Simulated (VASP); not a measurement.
# LaRhS3 (Pm-3m) in VASP: relaxation of cell and atoms with PBE

Aim: the relaxation of cell and atoms of LaRhS3 with PBE.

Program: VASP 6.6.1. These are calculated values, not measurements. Logs are shortened: lines on timing, memory, paths and dates and some standing lists are left out, and cuts for length are marked.

## (1) The cell of the first run

The structure is cubic, space group Pm-3m (No. 221). Conventional cell: a = 4.792 Å, b = 4.792 Å, c = 4.792 Å, α = 90.00°, β = 90.00°, γ = 90.00°. La (site symmetry m-3m) has 6 S at 2.40 Å within 3.2 Å. Within 4.5 Å of Rh (site symmetry m-3m) lie 12 S at 3.39 Å and 8 La at 4.15 Å. S (site symmetry 4/mmm) has 2 La at 2.40 Å within 3.2 Å.

## (2) Relaxation of cell and atoms, PBE, collinear spin, ferromagnetic start

Input file INCAR:

```
PREC = Accurate ; ENCUT = 600
EDIFF = 1E-7 ; ISMEAR = 0
SIGMA = 0.1 ; LREAL = F
LASPH = T ; NELM = 150
ALGO = Normal ; ISIF = 3
LWAVE = F ; LCHARG = F
ISPIN = 2 ; MAGMOM = 0 1 0 0 0
LORBIT = 11 ; LMAXMIX = 6
GGA = PE ; IBRION = 2
NSW = 90 ; EDIFFG = -0.04
```

Input file KPOINTS:

```
regular mesh
0
Gamma
  4 4 4
```

Input file POSCAR:

```
LaRhS3
1.0
    4.7918152700      0.0000000000      0.0000000000
    0.0000000000      4.7918152700      0.0000000000
    0.0000000000      0.0000000000      4.7918152700
La Rh S
1 1 3
Direct
    0.5000000000      0.5000000000      0.5000000000
    0.0000000000      0.0000000000      0.0000000000
    0.0000000000      0.5000000000      0.5000000000
    0.5000000000      0.5000000000      0.0000000000
    0.5000000000      0.0000000000      0.5000000000
```

Potentials or basis: VASP PAW PBE potentials, release 64 (La, Rh_pv, S).

Started as:

```sh
$ cat potpaw_PBE.64/La/POTCAR potpaw_PBE.64/Rh_pv/POTCAR potpaw_PBE.64/S/POTCAR > POTCAR
$ mpirun -np 1 vasp_std > vasp.out
```

OUTCAR:

```text
PREC = Accurate
   ENCUT = 600
   EDIFF = 1E-7
   ISMEAR = 0
   LREAL = F
   LASPH = T
   NELM = 150
   ISIF = 3
   ISPIN = 2
   LORBIT = 11
   GGA = PE
   IBRION = 2
   NSW = 90
   EDIFFG = -0.04

 ion  position               nearest neighbor table
   1  0.500  0.500  0.500-   3 2.40   4 2.40   5 2.40   4 2.40   5 2.40   3 2.40
   2  0.000  0.000  0.000-
   3  0.000  0.500  0.500-   1 2.40   1 2.40
   4  0.500  0.500  0.000-   1 2.40   1 2.40
   5  0.500  0.000  0.500-   1 2.40   1 2.40

  LATTYP: Found a simple cubic cell.
 ALAT       =     4.7918152700

  Lattice vectors:

 A1 = (   4.7918152700,   0.0000000000,   0.0000000000)
 A2 = (   0.0000000000,   4.7918152700,   0.0000000000)
 A3 = (   0.0000000000,   0.0000000000,   4.7918152700)

Analysis of symmetry for initial positions (statically):
=====================================================================
 Subroutine PRICEL returns:
 Original cell was already a primitive cell.

 Routine SETGRP: Setting up the symmetry group for a
 simple cubic supercell.

 Subroutine GETGRP returns: Found 48 space group operations
 (whereof 48 operations were pure point group operations)
 out of a pool of 48 trial point group operations.

The static configuration has the point symmetry O_h .

Analysis of symmetry for dynamics (positions and initial velocities):
=====================================================================
 Subroutine PRICEL returns:
 Original cell was already a primitive cell.

 Routine SETGRP: Setting up the symmetry group for a
 simple cubic supercell.

 Subroutine GETGRP returns: Found 48 space group operations
 (whereof 48 operations were pure point group operations)
 out of a pool of 48 trial point group operations.

The dynamic configuration has the point symmetry O_h .

Analysis of structural, dynamic, and magnetic symmetry:
=====================================================================
 Subroutine PRICEL returns:
 Original cell was already a primitive cell.

 Routine SETGRP: Setting up the symmetry group for a
 simple cubic supercell.

 Subroutine GETGRP returns: Found 48 space group operations
 (whereof 48 operations were pure point group operations)
 out of a pool of 48 trial point group operations.

The overall configuration has the point symmetry O_h .

 Subroutine INISYM returns: Found 48 space group operations
 (whereof 48 operations are pure point group operations),
 and found     1 'primitive' translations

----------------------------------------------------------------------------------------

                                     Primitive cell

  volume of cell :     110.0272

  direct lattice vectors                    reciprocal lattice vectors
     4.791815270  0.000000000  0.000000000     0.208689180  0.000000000  0.000000000
     0.000000000  4.791815270  0.000000000     0.000000000  0.208689180  0.000000000
     0.000000000  0.000000000  4.791815270     0.000000000  0.000000000  0.208689180

  length of vectors
     4.791815270  4.791815270  4.791815270     0.208689180  0.208689180  0.208689180

  position of ions in fractional coordinates (direct lattice)
     0.500000000  0.500000000  0.500000000
     0.000000000  0.000000000  0.000000000
     0.000000000  0.500000000  0.500000000
     0.500000000  0.500000000  0.000000000
     0.500000000  0.000000000  0.500000000

  ion indices of the primitive-cell ions
   primitive index   ion index
                 1           1
                 2           2
                 3           3
                 4           4
                 5           5

----------------------------------------------------------------------------------------

 KPOINTS: regular mesh

Automatic generation of k-mesh.
 Grid dimensions read from file:
 generate k-points for:    4    4    4

 Generating k-lattice:

  Cartesian coordinates                     Fractional coordinates (reciprocal lattice)
     0.052172295  0.000000000  0.000000000     0.250000000  0.000000000  0.000000000
     0.000000000  0.052172295  0.000000000     0.000000000  0.250000000  0.000000000
     0.000000000  0.000000000  0.052172295     0.000000000  0.000000000  0.250000000

  Length of vectors
     0.052172295  0.052172295  0.052172295

  Shift w.r.t. Gamma in fractional coordinates (k-lattice)
     0.000000000  0.000000000  0.000000000

 Subroutine IBZKPT returns following result:
 ===========================================

 Found     10 irreducible k-points:

 Following reciprocal coordinates:
            Coordinates               Weight
  0.000000  0.000000  0.000000      1.000000
  0.250000  0.000000  0.000000      6.000000
  0.500000  0.000000  0.000000      3.000000
  0.250000  0.250000  0.000000     12.000000
  0.500000  0.250000  0.000000     12.000000
  0.500000  0.500000  0.000000      3.000000
  0.250000  0.250000  0.250000      8.000000
  0.500000  0.250000  0.250000     12.000000
  0.500000  0.500000  0.250000      6.000000
  0.500000  0.500000  0.500000      1.000000
   k-points           NKPTS =     10   k-points in BZ     NKDIM =     10   number of bands    NBANDS=     27
   number of dos      NEDOS =    301   number of ions     NIONS =      5
   total plane-waves  NPLWV =  64000
   dimension x,y,z NGX =    40 NGY =   40 NGZ =   40
   dimension x,y,z NGXF=    80 NGYF=   80 NGZF=   80
   ions per type =               1   1   3
   NGX,Y,Z   is equivalent  to a cutoff of  13.88, 13.88, 13.88 a.u.
   NGXF,Y,Z  is equivalent  to a cutoff of  27.75, 27.75, 27.75 a.u.
 SYSTEM =  unknown system
   PREC   = accura    normal or accurate (medium, high low for compatibility)
   ISTART =      0    job   : 0-new  1-cont  2-samecut
   ICHARG =      2    charge: 1-file 2-atom 10-const
   ISPIN  =      2    spin polarized calculation?
   LNONCOLLINEAR =      F non collinear calculations
   LSORBIT =      F    spin-orbit coupling
   LASPH  =      T    aspherical Exc in radial PAW
   ENCUT  =  600.0 eV  44.10 Ry    6.64 a.u.   9.57  9.57  9.57*2*pi/ulx,y,z
   NELM   =    150;   NELMIN=  2; NELMDL= -5     # of ELM steps
   EDIFF  = 0.1E-06   stopping-criterion for ELM
   LREAL  =      F    real-space projection
   EDIFFG = -.4E-01   stopping-criterion for IOM
   NSW    =     90    number of steps for IOM
   IBRION =      2    ionic relax: 0-MD 1-quasi-New 2-CG
   NFREE  =      1    steps in history (QN), initial steepest desc. (CG)
   ISIF   =      3    stress and relaxation
   ISYM   =      2    0-nonsym 1-usesym 2-fastsym
   POTIM  = 0.5000    time-step for ionic-motion
   TEBEG  =    0.0;   TEEND  =   0.0 temperature during run
   PSTRESS=    0.0 pullay stress
   NELECT =      44.0000    total number of electrons
   NUPDOWN=      -1.0000    fix difference up-down
   EMIN   =  10.00;   EMAX   =-10.00  energy-range for DOS
   EFERMI =   0.00;   METHOD = LEGACY
   ISMEAR =     0;   SIGMA  =   0.10  broadening in eV -4-tet -1-fermi 0-gaus
   EFERMI_NEDOS =   21; number of points for ismear=-14 and -15
   IALGO  =     38    algorithm
   IMIX   =      4    mixing-type and parameters
     AMIX     =   0.40;   BMIX     =  1.00
     AMIX_MAG =   1.60;   BMIX_MAG =  1.00
  volume/ion in A,a.u.               =      22.01       148.50
  Fermi-wavevector in a.u.,A,eV,Ry     =   1.206125  2.279246 19.792906  1.454738
  Thomas-Fermi vector in A             =   2.341801
   LORBIT       =     11    0 simple, 1 ext, 2 COOP (PROOUT), +10 PAW based schemes
   GGA     = PE    functional components
   LHFCALC =     F    Hartree Fock is set to
   AEXX    =    0.0000 exact exchange contribution
   IVDW    =     0    specifies the selected vdW correction
   LEPSILON=     F    determine dielectric tensor
   LRPA    =     F    only Hartree local field effects (RPA)
 conjugate gradient relaxation of ions
 spin polarized calculation
 Gauss-broadening in eV      SIGMA  =   0.10
  energy-cutoff  :      600.00
  volume of cell :      110.03
 maximum number of plane-waves:      3743
 NGX is ok and might be reduce to    40
   NGX = 19   NGY = 19   NGZ = 19

--------------------------------------- Ionic step        1  -------------------------------------------

 number of electron      43.9999997 magnetization       2.3585879

 Free energy of the ion-electron system (eV)
  ---------------------------------------------------
  ext. energy  EPLUGINS =         0.00000000
  ---------------------------------------------------
  free energy    TOTEN  =       -19.74604116 eV

  energy without entropy =      -19.71514541  energy(sigma->0) =      -19.73059329

 E-fermi :   5.7434     XC(G=0): -10.0521

 val. band max:        5.7085827945   @ k =   0.5000   0.5000   0.2500
 cond. band min:       5.7437060155   @ k =   0.5000   0.2500   0.2500
 fundamental gap:      0.0351232210
 Fermi energy:         5.7433756468

 spin component 1

 k-point     1 :       0.0000    0.0000    0.0000
  band No.  band energies     occupation
      1     -40.3482      1.00000
      2     -40.3482      1.00000
      3     -40.3482      1.00000
      4     -25.0165      1.00000
      5      -9.9286      1.00000
      6      -9.9286      1.00000
[... 19 lines left out ...]
     26       7.7037      0.00000
     27       7.7037      0.00000
[... 673 lines left out ...]
 POSITION                                       TOTAL-FORCE (eV/Angst)
 -----------------------------------------------------------------------------------
      2.72814      2.72814      2.72814        -0.000000      0.000000      0.000000
      0.00000      0.00000      0.00000         0.000000      0.000000      0.000000
     -0.00000      2.72814      2.72814        -0.000000      0.000000      0.000000
      2.72814      2.72814     -0.00000         0.000000      0.000000      0.000000
      2.72814      0.00000      2.72814        -0.000000      0.000000      0.000000
 -----------------------------------------------------------------------------------
    total drift:                                0.000000      0.000000     -0.000000

  FREE ENERGIE OF THE ION-ELECTRON SYSTEM (eV)
  ---------------------------------------------------
  free  energy   TOTEN  =       -22.4383600394 eV

  energy  without entropy=      -22.3946820961  energy(sigma->0) =      -22.41652107

--------------------------------------- Ionic step        4  -------------------------------------------

 number of electron      44.0000010 magnetization       3.9688423

 Free energy of the ion-electron system (eV)
  ---------------------------------------------------
  ext. energy  EPLUGINS =         0.00000000
  ---------------------------------------------------
  free energy    TOTEN  =       -22.43944631 eV

  energy without entropy =      -22.39645395  energy(sigma->0) =      -22.41795013

 E-fermi :   1.8060     XC(G=0):  -8.2444

 val. band max:        1.7890042700   @ k =   0.5000   0.2500   0.0000
 cond. band min:       1.8104785403   @ k =   0.2500   0.0000   0.0000
 fundamental gap:      0.0214742703
 Fermi energy:         1.8060319274

 spin component 1

 k-point     1 :       0.0000    0.0000    0.0000
  band No.  band energies     occupation
      1     -44.2585      1.00000
      2     -44.2585      1.00000
      3     -44.2585      1.00000
      4     -28.7904      1.00000
      5     -12.8512      1.00000
      6     -12.8512      1.00000
[... 19 lines left out ...]
     26       5.0206      0.00000
     27       5.0206      0.00000
[... 584 lines left out ...]
 VOLUME and BASIS-vectors are now :
 -----------------------------------------------------------------------------
  energy-cutoff  :      600.00
  volume of cell :      163.90
      direct lattice vectors                 reciprocal lattice vectors
     5.472578436  0.000000000 -0.000000000     0.182729222 -0.000000000  0.000000000
     0.000000000  5.472578436  0.000000000    -0.000000000  0.182729222 -0.000000000
    -0.000000000  0.000000000  5.472578436     0.000000000 -0.000000000  0.182729222

 POSITION                                       TOTAL-FORCE (eV/Angst)
 -----------------------------------------------------------------------------------
      2.73629      2.73629      2.73629        -0.000000      0.000000      0.000000
      0.00000      0.00000      0.00000         0.000000      0.000000      0.000000
     -0.00000      2.73629      2.73629        -0.000000      0.000000      0.000000
      2.73629      2.73629     -0.00000         0.000000      0.000000      0.000000
      2.73629      0.00000      2.73629        -0.000000      0.000000      0.000000
 -----------------------------------------------------------------------------------
    total drift:                                0.000000      0.000000     -0.000000

  FREE ENERGIE OF THE ION-ELECTRON SYSTEM (eV)
  ---------------------------------------------------
  free  energy   TOTEN  =       -22.4394463135 eV

  energy  without entropy=      -22.3964539470  energy(sigma->0) =      -22.41795013

 reached required accuracy - stopping structural energy minimisation

 total charge

# of ion       s       p       d       f       tot
--------------------------------------------------
    1        2.034   5.669   0.723   0.229   8.655
    2        0.071   5.997   7.190   0.000  13.258
    3        1.364   2.307   0.000   0.000   3.671
    4        1.364   2.307   0.000   0.000   3.671
    5        1.364   2.307   0.000   0.000   3.671
--------------------------------------------------
tot          6.196  18.587   7.914   0.229  32.925

 magnetization (x)

# of ion       s       p       d       f       tot
--------------------------------------------------
    1       -0.002   0.029  -0.028   0.036   0.034
    2       -0.001   0.002   1.834   0.000   1.836
    3        0.012   0.415   0.000   0.000   0.427
    4        0.012   0.415   0.000   0.000   0.427
    5        0.012   0.415   0.000   0.000   0.427
--------------------------------------------------
tot          0.032   1.275   1.806   0.036   3.150
```

Wall time 6.6 min (1 thread of Intel Xeon Platinum 8559C (Emerald Rapids), shared host); peak memory 0.35 GiB.

What came out:

```
Free energy                                           : -22.4394 eV
Relaxed volume                                        : 32.78 Å³/atom
Relaxed cell                                          : a = 5.473 Å, b = 5.473 Å, c = 5.473 Å, α = 90.00°, β = 90.00°, γ = 90.00°
Space group after relaxing (to 0.05 Å)                : Pm-3m (No. 221)
Energy gained by relaxing                             : 538.7 meV/atom
Ionic steps                                           : 4
Pressure after relaxing                               : 0.0 GPa
Band gap on the k mesh                                : zero (filled and empty bands overlap)
Net moment                                            : 3.97 μB per cell
Site moments                                          : La +0.03; Rh +1.84; S +0.43 μB
Valence electrons inside the program's atomic spheres : La 8.65; Rh 13.26; S 3.67
```

Step by step:
```
step  energy change (eV)  largest force (eV/Å)  pressure (GPa)  volume (Å³)
   1              0.0000                0.0000           22.74       110.03
   2             -2.6864                0.0000           -0.58       167.64
   3             -2.6923                0.0000            0.24       162.44
   4             -2.6934                0.0000           -0.01       163.90
```

Final structure:
```yaml
crystal:
  lattice:
    - [5.47258, 0.00000, 0.00000]
    - [0.00000, 5.47258, 0.00000]
    - [0.00000, 0.00000, 5.47258]
  atoms:
    - { symbol: La, position: [0.50000, 0.50000, 0.50000] }
    - { symbol: Rh, position: [0.00000, 0.00000, 0.00000] }
    - { symbol: S, position: [0.00000, 0.50000, 0.50000] }
    - { symbol: S, position: [0.50000, 0.50000, 0.00000] }
    - { symbol: S, position: [0.50000, 0.00000, 0.50000] }
```

Caveat: the volume moved by over 15 % at a fixed basis, so the end points are rough; spin-orbit coupling is left out, which moves the levels of the heavy elements.
